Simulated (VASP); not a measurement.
# AgCl (Fm-3m) in VASP: notebook, part 2 of 2

VASP 6.6.1. The steps go on from the part before.

## (3) Vibrations by perturbation theory, PBEsol (20.51 Å³/atom)

This run uses another cell than the first one, of 20.51 Å³/atom.

INCAR

```
SYSTEM = AgCl
PREC = Accurate ; ENCUT = 520
EDIFF = 1E-8 ; ISMEAR = 0
SIGMA = 0.01 ; LREAL = .False.
LASPH = .True. ; NELM = 100
ALGO = Normal ; ISIF = 2
LWAVE = .False. ; LCHARG = .False.
GGA = PS ; IBRION = 8
NSW = 1
```

KPOINTS

```
regular mesh
0
Gamma
  8 8 8
  0 0 0
```

POSCAR

```
AgCl
1.0
    0.0000000000      2.7373026766      2.7373026766
    2.7373026766      0.0000000000      2.7373026766
    2.7373026766      2.7373026766      0.0000000000
Ag Cl
1 1
Direct
    0.0000000000      0.0000000000      0.0000000000
    0.5000000000      0.5000000000      0.5000000000
```

Potentials or basis: VASP PAW PBE potentials, release 64 (Ag, Cl).

Started as:

```sh
> cat potpaw_PBE.64/Ag/POTCAR potpaw_PBE.64/Cl/POTCAR > POTCAR
> mpirun -np 1 vasp_std > vasp.out
```

OUTCAR:

```text
SYSTEM = AgCl
   PREC = Accurate
   ENCUT = 520
   EDIFF = 1E-8
   ISMEAR = 0
   LREAL = .False.
   LASPH = .True.
   NELM = 100
   ISIF = 2
   GGA = PS
   IBRION = 8
   NSW = 1

 ion  position               nearest neighbor table
   1  0.000  0.000  0.000-   2 2.74   2 2.74   2 2.74   2 2.74   2 2.74   2 2.74
   2  0.500  0.500  0.500-   1 2.74   1 2.74   1 2.74   1 2.74   1 2.74   1 2.74

  LATTYP: Found a face centered cubic cell.
 ALAT       =     5.4746053532

  Lattice vectors:

 A1 = (   0.0000000000,   2.7373026766,   2.7373026766)
 A2 = (   2.7373026766,   0.0000000000,   2.7373026766)
 A3 = (   2.7373026766,   2.7373026766,   0.0000000000)

Analysis of symmetry for initial positions (statically):
=====================================================================
 Subroutine PRICEL returns:
 Original cell was already a primitive cell.

 Routine SETGRP: Setting up the symmetry group for a
 face centered cubic supercell.

 Subroutine GETGRP returns: Found 48 space group operations
 (whereof 48 operations were pure point group operations)
 out of a pool of 48 trial point group operations.

The static configuration has the point symmetry O_h .

Analysis of symmetry for dynamics (positions and initial velocities):
=====================================================================
 Subroutine PRICEL returns:
 Original cell was already a primitive cell.

 Routine SETGRP: Setting up the symmetry group for a
 face centered cubic supercell.

 Subroutine GETGRP returns: Found 48 space group operations
 (whereof 48 operations were pure point group operations)
 out of a pool of 48 trial point group operations.

The dynamic configuration has the point symmetry O_h .

 Subroutine INISYM returns: Found 48 space group operations
 (whereof 48 operations are pure point group operations),
 and found     1 'primitive' translations

----------------------------------------------------------------------------------------

                                     Primitive cell

  volume of cell :      41.0203

  direct lattice vectors                    reciprocal lattice vectors
     0.000000000  2.737302677  2.737302677    -0.182661568  0.182661568  0.182661568
     2.737302677  0.000000000  2.737302677     0.182661568 -0.182661568  0.182661568
     2.737302677  2.737302677  0.000000000     0.182661568  0.182661568 -0.182661568

  length of vectors
     3.871130570  3.871130570  3.871130570     0.316379117  0.316379117  0.316379117

  position of ions in fractional coordinates (direct lattice)
     0.000000000  0.000000000  0.000000000
     0.500000000  0.500000000  0.500000000
[... 133 lines left out ...]
 Fermi energy:         4.2902250820

 k-point     1 :       0.0000    0.0000    0.0000
  band No.  band energies     occupation
      1     -11.1935      2.00000
      2       1.5771      2.00000
      3       1.5771      2.00000
      4       1.5771      2.00000
      5       1.6191      2.00000
      6       1.6191      2.00000
      7       1.7228      2.00000
      8       1.7228      2.00000
      9       1.7228      2.00000
     10       4.9418      0.00000
     11      14.9497      0.00000
     12      14.9497      0.00000
     13      14.9497      0.00000
[... 354 lines left out ...]
  band No.  band energies     occupation
      1     -10.6580      2.00000
      2      -0.9930      2.00000
      3      -0.1822      2.00000
      4      -0.1194      2.00000
      5       1.9177      2.00000
      6       1.9927      2.00000
      7       2.2596      2.00000
      8       3.1482      2.00000
      9       3.6793      2.00000
     10       9.1485      0.00000
     11       9.6660      0.00000
     12      12.1908      0.00000
     13      12.6122      0.00000

 [... further k-points ...]
[... 5 lines left out ...]
  --------------------------------------------------------------------------------------
  -------------------------------------------------------------------------------------
  Total       -0.2325924     -0.2325924     -0.2325924      0.0000000     -0.0000000      0.0000000
  in kB       -9.0846369     -9.0846369     -9.0846369      0.0000000     -0.0000000      0.0000000
  external PRESSURE =      -9.0846369 kB  Pullay stress =       0.0000000 kB

 VOLUME and BASIS-vectors are now :
 -----------------------------------------------------------------------------
  energy-cutoff  :      520.00
  volume of cell :       41.02
      direct lattice vectors                 reciprocal lattice vectors
     0.000000000  2.737302677  2.737302677    -0.182661568  0.182661568  0.182661568
     2.737302677  0.000000000  2.737302677     0.182661568 -0.182661568  0.182661568
     2.737302677  2.737302677  0.000000000     0.182661568  0.182661568 -0.182661568

 POSITION                                       TOTAL-FORCE (eV/Angst)
 -----------------------------------------------------------------------------------
      0.00000      0.00000      0.00000         0.000000     -0.000000     -0.000000
      2.73730      2.73730      2.73730        -0.000000      0.000000      0.000000
 -----------------------------------------------------------------------------------
    total drift:                               -0.000000      0.000000      0.000000

  FREE ENERGIE OF THE ION-ELECTRON SYSTEM (eV)
  ---------------------------------------------------
  free  energy   TOTEN  =        -6.0594230234 eV

  energy  without entropy=       -6.0594230234  energy(sigma->0) =       -6.05942302

[... ionic steps 2 to 3 ...]

--------------------------------------- Ionic step        4  -------------------------------------------

------------------------ aborting loop because EDIFF is reached ----------------------------------------

[... ionic steps 5 to 6 ...]

--------------------------------------- Ionic step        7  -------------------------------------------

 Free energy of the ion-electron system (eV)
  ---------------------------------------------------
  ---------------------------------------------------
  free energy    TOTEN  =        -0.18848485 eV

  energy without entropy =       -0.18848485

------------------------ aborting loop because EDIFF is reached ----------------------------------------

 INTERNAL STRAIN TENSOR  FOR ION    2  DIRECTION 1   (eV/Angst):
 -----------------------------------------------------------------------------
     0.00631  0.00000 -0.00000
     0.00000  0.01499  0.00000
     0.00000  0.00000  0.01499

 INTERNAL STRAIN TENSOR FOR ION    2 for displacements in x,y,z  (eV/Angst):
          X           Y           Z          XY          YZ          ZX
  --------------------------------------------------------------------------------
  x     0.00000     0.00000     0.00000     0.00000     0.00000     0.00000
  y     0.00000     0.00000     0.00000     0.00000     0.00000     0.00000
  z     0.00000     0.00000     0.00000     0.00000     0.00000     0.00000

 SECOND DERIVATIVES (NOT SYMMETRIZED)
 ------------------------------------
               1X          1Y          1Z          2X          2Y          2Z
  1X    -1.147787    0.000000    0.000000    1.147787    0.000000    0.000000
  1Y     0.000000   -1.147787    0.000000    0.000000    1.147787    0.000000
  1Z     0.000000    0.000000   -1.147787    0.000000    0.000000    1.147787
  2X     1.151951    0.000000    0.000000   -1.151951    0.000000    0.000000
  2Y     0.000000    1.151951    0.000000    0.000000   -1.151951    0.000000
  2Z     0.000000    0.000000    1.151951    0.000000    0.000000   -1.151951

 Eigenvectors and eigenvalues of the dynamical matrix
 ----------------------------------------------------

   1 f  =    3.246801 THz    20.400254 2PiTHz  108.301630 cm-1    13.427685 meV
             X         Y         Z           dx          dy          dz
      0.000000  0.000000  0.000000    -0.496684    0.000000    0.000000
      2.737303  2.737303  2.737303     0.867932    0.000000    0.000000
[... 21 lines left out ...]
   6 f/i=    0.002534 THz     0.015920 2PiTHz    0.084519 cm-1     0.010479 meV
             X         Y         Z           dx          dy          dz
      0.000000  0.000000  0.000000     0.000000    0.000000    0.867932
      2.737303  2.737303  2.737303     0.000000    0.000000    0.496684

--------------------------------------------------------------------------------------------------------

 ELASTIC MODULI CONTR FROM IONIC RELAXATION (kBar)
 Direction    XX          YY          ZZ          XY          YZ          ZX
 --------------------------------------------------------------------------------
 XX           0.0000      0.0000      0.0000      0.0000      0.0000      0.0000
 YY           0.0000      0.0000      0.0000      0.0000      0.0000      0.0000
 ZZ           0.0000      0.0000      0.0000      0.0000      0.0000      0.0000
 XY           0.0000      0.0000      0.0000      0.0000      0.0000      0.0000
 YZ           0.0000      0.0000      0.0000      0.0000      0.0000      0.0000
 ZX           0.0000      0.0000      0.0000      0.0000      0.0000      0.0000
 --------------------------------------------------------------------------------
```

OSZICAR:

```text
N       E                     dE             d eps       ncg     rms          rms(c)
DAV:   1     0.104247689981E+03    0.10425E+03   -0.89885E+03   786   0.126E+03
DAV:   2    -0.170160198070E+01   -0.10595E+03   -0.99711E+02   899   0.258E+02
DAV:   3    -0.618262513992E+01   -0.44810E+01   -0.44667E+01   864   0.573E+01
DAV:   4    -0.621936963946E+01   -0.36744E-01   -0.36740E-01   884   0.581E+00
[... 41 lines left out ...]
RMM:   8    -0.188486182971E+00    0.97382E-06   -0.55051E-09  2479   0.227E-04    0.108E-04
RMM:   9    -0.188484643597E+00    0.15394E-05    0.30392E-09  2337   0.195E-04    0.986E-06
RMM:  10    -0.188484853756E+00   -0.21016E-06   -0.12139E-08  2442   0.327E-05    0.112E-05
RMM:  11    -0.188484839163E+00    0.14592E-07    0.15063E-08  2471   0.731E-06    0.947E-07
RMM:  12    -0.188484845415E+00   -0.62521E-08   -0.42653E-08  1736   0.198E-06    0.593E-07
 Linear response finished
```

stdout:

```text
POSCAR found type information on POSCAR AgCl
 POSCAR found :  2 types and       2 ions
 scaLAPACK will be used
 -----------------------------------------------------------------------------
|                                                                             |
|                                                                             |
|     You enforced a specific xc type in the INCAR file but a different       |
|     I HOPE YOU KNOW WHAT YOU ARE DOING!                                     |
|                                                                             |
 -----------------------------------------------------------------------------

 LDA part: xc-table for (Slater+PW92), standard interpolation
 POSCAR, INCAR and KPOINTS ok, starting setup
 FFT: planning ... GRIDC
 FFT: planning ... GRID_SOFT
 FFT: planning ... GRID
 WAVECAR not read
 entering main loop
 Linear response reoptimize wavefunctions to high precision
 Linear response DOF=           2
 Linear response progress:
 first order change of Fermi-energy  -0.24477E-03
 force on displaced ion       1 direction 1 :  -1.148   0.000   0.000
 Linear response progress:
 first order change of Fermi-energy   0.97949E-03
 force on displaced ion       2 direction 1 :  -1.152   0.000   0.000
 Linear response finished
```

Wall time 2 min (1 thread of Intel Xeon Platinum 8375C at 2.90GHz (Ice Lake), shared host); peak memory 0.24 GiB.

Results:

| Quantity | Value |
| --- | --- |
| Highest phonon frequency at Γ, LO-TO splitting left out | 108 cm⁻¹ |

Phonon frequencies in cm⁻¹ (negative: imaginary):
| q point | frequencies |
| --- | --- |
| (0.000, 0.000, 0.000) | 0 0 0 108 108 108 |

Caveat: the PAW data sets were made with another functional, which shifts forces and pressure a little.
